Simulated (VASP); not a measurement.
# NaAl18 in VASP: further runs, part 3 of 3

VASP 6.6.1. The steps go on from the part before.

### Step 7. Single point, PBE

INCAR reads:

```
  PREC = Accurate
  ENCUT = 520
  EDIFF = 1E-6
  ISMEAR = -1
  SIGMA = 0.1
  LREAL = Auto
  LASPH = T
  NELM = 60
  ALGO = Normal
  ISIF = 2
  LWAVE = F
  LCHARG = F
  GGA = PE
  NBANDS = 46
```

KPOINTS reads:

```
regular mesh
0
Gamma
  3 2 1
```

POSCAR reads:

```
NaAl18
1.0
    5.7275650000      0.0000000000      0.0000000000
    4.2956740000      7.4403250000      0.0000000000
    0.0000000000      0.0000000000     15.6765370000
Al Na
18 1
Direct
    0.1666665958      0.1111111410      0.0637895984
    0.6666666831      0.1111111410      0.0637895984
    0.1666667458      0.4444444295      0.0637895984
    0.6666666585      0.4444444295      0.0637895984
    0.1666666204      0.7777778524      0.0637895984
    0.6666667077      0.7777778524      0.0637895984
   -0.1647124279      0.2212677538      0.2139068724
    0.3328683187      0.2212824037      0.2136105059
   -0.1659117704      0.5547638040      0.2136996838
    0.3328125630      0.5560469469      0.2143639249
   -0.1677662359      0.8900717375      0.2136631324
    0.3329891779      0.8896396327      0.2134598349
    0.0010498526     -0.0004788769      0.3648967881
    0.4984573035      0.0007773854      0.3640182778
   -0.0000380292      0.3329886799      0.3661413870
    0.5051736713      0.3267310232      0.3615485997
   -0.0081360360      0.6701902135      0.3616292935
    0.5030101358      0.6698028648      0.3614903598
    0.3353754871      0.5542662451      0.5235993128
```

Potentials or basis: VASP PAW PBE potentials, release 64 (Al, Na_pv).

Started as:

```sh
$ cat potpaw_PBE.64/Al/POTCAR potpaw_PBE.64/Na_pv/POTCAR > POTCAR
$ mpirun -np 1 vasp_std > vasp.out
```

OUTCAR:

```text
PREC = Accurate
   ENCUT = 520
   EDIFF = 1E-6
   ISMEAR = -1
   LREAL = Auto
   LASPH = T
   NELM = 60
   ISIF = 2
   GGA = PE

 ion  position               nearest neighbor table
   1  0.167  0.111  0.064-   2 2.86   4 2.86   5 2.86   3 2.86   6 2.86   2 2.86   8 2.87  12 2.87
                             7 2.87
   2  0.667  0.111  0.064-   1 2.86   4 2.86   3 2.86   5 2.86   6 2.86   1 2.86  11 2.87   8 2.87
                             7 2.88
   3  0.167  0.444  0.064-   4 2.86   2 2.86   1 2.86   5 2.86   6 2.86   4 2.86   9 2.87   8 2.88
                            10 2.88
   4  0.667  0.444  0.064-   3 2.86   2 2.86   1 2.86   5 2.86   3 2.86   6 2.86   9 2.87   7 2.88
                            10 2.88
   5  0.167  0.778  0.064-   6 2.86   2 2.86   1 2.86   3 2.86   4 2.86   6 2.86  12 2.87  11 2.88
                            10 2.88
   6  0.667  0.778  0.064-   5 2.86   2 2.86   1 2.86   3 2.86   5 2.86   4 2.86  12 2.87  11 2.87
                             9 2.88
   7  0.835  0.221  0.214-  16 2.84  12 2.85   8 2.85  11 2.85   9 2.86   1 2.87  10 2.88   8 2.88
                             2 2.88   4 2.88  13 2.89  15 2.90
   8  0.333  0.221  0.214-  16 2.84  12 2.85   7 2.85  11 2.85   9 2.86   1 2.87  14 2.87   2 2.87
                            10 2.88   3 2.88   7 2.88  15 2.91
   9  0.834  0.555  0.214-  18 2.84  17 2.84   8 2.86   7 2.86  10 2.86  10 2.87   3 2.87   4 2.87
[... 4 lines left out ...]
                             9 2.88   5 2.88  14 2.88  13 2.89
  12  0.333  0.890  0.213-  18 2.84   8 2.85   7 2.85  11 2.86  11 2.87  10 2.87   1 2.87   6 2.87
                             5 2.87   9 2.87  14 2.88  13 2.89
  13  0.001  1.000  0.365-  16 2.83  14 2.85  18 2.85  17 2.86  15 2.86  14 2.87   7 2.89  12 2.89
                            11 2.89
  14  0.498  0.001  0.364-  16 2.82  18 2.83  17 2.83  13 2.85  15 2.85   8 2.87  13 2.87  12 2.88
                            11 2.88
  15  1.000  0.333  0.366-  14 2.85  13 2.86  16 2.86  16 2.87  18 2.87  17 2.87   7 2.90   9 2.90
                             8 2.91
  16  0.505  0.327  0.362-  14 2.82  13 2.83   7 2.84   8 2.84  15 2.86  15 2.87  10 2.87  18 2.94
                            17 2.95  19 3.05
  17  0.992  0.670  0.362-  18 2.80  14 2.83  11 2.84   9 2.84  13 2.86  10 2.86  15 2.87  18 2.93
                            16 2.95  19 3.06
  18  0.503  0.670  0.361-  17 2.80  14 2.83  12 2.84   9 2.84  13 2.85  10 2.86  15 2.87  17 2.93
                            16 2.94  19 3.05
  19  0.335  0.554  0.524-  18 3.05  16 3.05  17 3.06

  LATTYP: Found a simple monoclinic cell.
 ALAT       =     5.7275650000
 B/A-ratio  =     2.7370334514
[... 203 lines left out ...]
   NGX = 21   NGY = 31   NGZ = 59

 number of electron      60.9999994 magnetization

 Free energy of the ion-electron system (eV)
  ---------------------------------------------------
  ext. energy  EPLUGINS =         0.00000000
  ---------------------------------------------------
  free energy    TOTEN  =       -65.22776476 eV

  energy without entropy =      -64.81099578  energy(sigma->0) =      -65.01938027

 E-fermi :   1.9432     XC(G=0):  -5.9933

 val. band max:        1.9030073833   @ k =   0.0000   0.0000   0.0000
 cond. band min:       2.0241323881   @ k =   0.3333   0.0000   0.0000
 fundamental gap:      0.1211250048
 Fermi energy:         1.9432022883

 k-point     1 :       0.0000    0.0000    0.0000
  band No.  band energies     occupation
      1     -23.8239      2.00000
      2     -23.8233      2.00000
      3     -23.8231      2.00000
      4      -8.3392      2.00000
      5      -6.6341      2.00000
      6      -5.7115      2.00000
[... 169 lines left out ...]
     41       4.3725      0.00000
     42       4.4046      0.00000
 [bands above 42 left out]

------------------------ aborting loop because EDIFF is reached ----------------------------------------

  FORCE on cell =-STRESS in cart. coord.  units (eV):
  Direction    XX          YY          ZZ          XY          YZ          ZX
  --------------------------------------------------------------------------------------
  -------------------------------------------------------------------------------------
  Total       -5.3040796     -5.3275281     -0.2827708      0.0136912     -0.0196329     -0.0013763
  in kB      -12.7206279    -12.7768640     -0.6781613      0.0328351     -0.0470850     -0.0033007
  external PRESSURE =      -8.7252177 kB  Pullay stress =       0.0000000 kB

 VOLUME and BASIS-vectors are now :
 -----------------------------------------------------------------------------
  energy-cutoff  :      520.00
  volume of cell :      668.05
      direct lattice vectors                 reciprocal lattice vectors
     5.727565000  0.000000000  0.000000000     0.174594265 -0.100802054  0.000000000
     4.295674000  7.440325000  0.000000000     0.000000000  0.134402731  0.000000000
     0.000000000  0.000000000 15.676537000     0.000000000  0.000000000  0.063789598

 POSITION                                       TOTAL-FORCE (eV/Angst)
 -----------------------------------------------------------------------------------
      1.43189      0.82670      1.00000         0.002877     -0.019224     -0.038802
      4.29567      0.82670      1.00000        -0.000133      0.000023     -0.009828
      2.86378      3.30681      1.00000         0.009433     -0.010763      0.026028
      5.72757      3.30681      1.00000        -0.012845     -0.004441      0.017723
      4.29567      5.78692      1.00000         0.008689      0.018128      0.022811
      7.15946      5.78692      1.00000        -0.008116      0.018626     -0.008029
[... 11 lines left out ...]
      5.75828      4.98355      5.66692        -0.002446     -0.000765      0.002055
      4.30183      4.12392      8.20822        -0.000045     -0.003293     -0.000920
 -----------------------------------------------------------------------------------
    total drift:                               -0.006112      0.003051     -0.011976

  FREE ENERGIE OF THE ION-ELECTRON SYSTEM (eV)
  ---------------------------------------------------
  free  energy   TOTEN  =       -65.2277647563 eV

  energy  without entropy=      -64.8109957803  energy(sigma->0) =      -65.01938027
```

OSZICAR:

```text
N       E                     dE             d eps       ncg     rms          rms(c)
DAV:   1     0.180329879318E+03    0.18033E+03   -0.20442E+04   400   0.987E+02
DAV:   2    -0.543574130241E+02   -0.23469E+03   -0.22215E+03   444   0.170E+02
DAV:   3    -0.689446851823E+02   -0.14587E+02   -0.13987E+02   482   0.431E+01
[... 12 lines left out ...]
DAV:  16    -0.652276980066E+02   -0.13004E-03   -0.86612E-05   474   0.255E-02    0.861E-03
DAV:  17    -0.652277594340E+02   -0.61427E-04   -0.70698E-05   388   0.210E-02    0.329E-03
DAV:  18    -0.652277618141E+02   -0.23801E-05   -0.27356E-06   392   0.499E-03    0.196E-03
DAV:  19    -0.652277645144E+02   -0.27004E-05   -0.36385E-06   328   0.523E-03    0.638E-04
DAV:  20    -0.652277647563E+02   -0.24185E-06   -0.20870E-07   328   0.188E-03
   1 F= -.65227765E+02 E0= -.65019380E+02  d E =-.416769E+00
```

stdout:

```text
POSCAR found type information on POSCAR AlNa
 POSCAR found :  2 types and      19 ions
 scaLAPACK will be used
 LDA part: xc-table for (Slater+PW92), standard interpolation
 -----------------------------------------------------------------------------
|                                                                             |
|           W    W    AA    RRRRR   N    N  II  N    N   GGGG   !!!           |
|           W    W   A  A   R    R  NN   N  II  NN   N  G    G  !!!           |
|           W    W  A    A  R    R  N N  N  II  N N  N  G       !!!           |
|           W WW W  AAAAAA  RRRRR   N  N N  II  N  N N  G  GGG   !            |
|           WW  WW  A    A  R   R   N   NN  II  N   NN  G    G                |
|           W    W  A    A  R    R  N    N  II  N    N   GGGG   !!!           |
|                                                                             |
|     Your reciprocal lattice and k-lattice belong to different lattice       |
|     classes:                                                                |
|                                                                             |
|        The reciprocal lattice is simple monoclinic,                         |
|        whereas your k-lattice is hexagonal.                                 |
|                                                                             |
|     Results are often still useful ...                                      |
|                                                                             |
 -----------------------------------------------------------------------------

 POSCAR, INCAR and KPOINTS ok, starting setup
 FFT: planning ... GRIDC
 FFT: planning ... GRID_SOFT
 FFT: planning ... GRID
 WAVECAR not read
 entering main loop
```

Run time: 2.2 min. Hardware: 1 thread of Intel Xeon 6975P-C (Granite Rapids), shared host; peak memory 0.7 GiB.

What came out:

```yaml
Free_energy: -65.2278 eV
Largest_force: 0.043 eV/Å
```

Forces in eV/Å, atoms in the order of the input:
```
Al   0.003 -0.019 -0.039
Al   0.000  0.000 -0.010
Al   0.009 -0.011  0.026
Al  -0.013 -0.004  0.018
Al   0.009  0.018  0.023
Al  -0.008  0.019 -0.008
Al   0.000 -0.001 -0.003
Al   0.000 -0.002 -0.007
Al   0.001  0.001 -0.003
Al   0.001  0.002 -0.004
Al   0.001  0.000 -0.006
Al   0.001  0.001 -0.010
Al   0.000  0.000  0.007
Al   0.000  0.004  0.005
Al  -0.002 -0.001  0.006
Al   0.001 -0.005  0.002
Al   0.001  0.004  0.002
Al  -0.002 -0.001  0.002
Na   0.000 -0.003 -0.001
```

Caveat: the k points lie up to 0.42 Å⁻¹ apart.
